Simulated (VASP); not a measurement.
**KF: single point with PBE**

KF:

```
K F
1.0
     0.00000    2.67350    2.67350
     2.67350    0.00000    2.67350
     2.67350    2.67350    0.00000
K F
1 1
Direct
  0.00000 0.00000 0.00000
  0.50000 0.50000 0.50000
```

| Quantity | Value |
| --- | --- |
| Program | VASP 6.6.1 |
| Task | single point |
| Functional | PBE |
| Potentials or basis | VASP PAW PBE potentials, release 64 (K_sv, F) |
| Cutoff | 520 eV |
| k mesh | 9 × 9 × 9 |
| Occupations | fermi-dirac, width 0.01 eV |
| Spin | no spin polarisation |

```yaml
Pressure: 1.4 GPa
Band_gap_on_the_k_mesh: 6.16 eV
```

Levels at points of the mesh, in eV from the valence-band top:
```tsv
k point	band 5	band 6	band 7	band 8	band 9	band 10	band 11	band 12
(0.00, 0.00, 0.00)	-9.39	0.00	0.00	0.00	6.16	10.67	10.67	10.67
```

Wall time 9.3 s on 1 thread of Intel(R) Xeon(R) 6975P-C (Granite Rapids), with other jobs on the host, peak memory 0.16 GiB.

Caveat: an odd mesh through Γ misses points on the zone boundary, where band edges can lie.
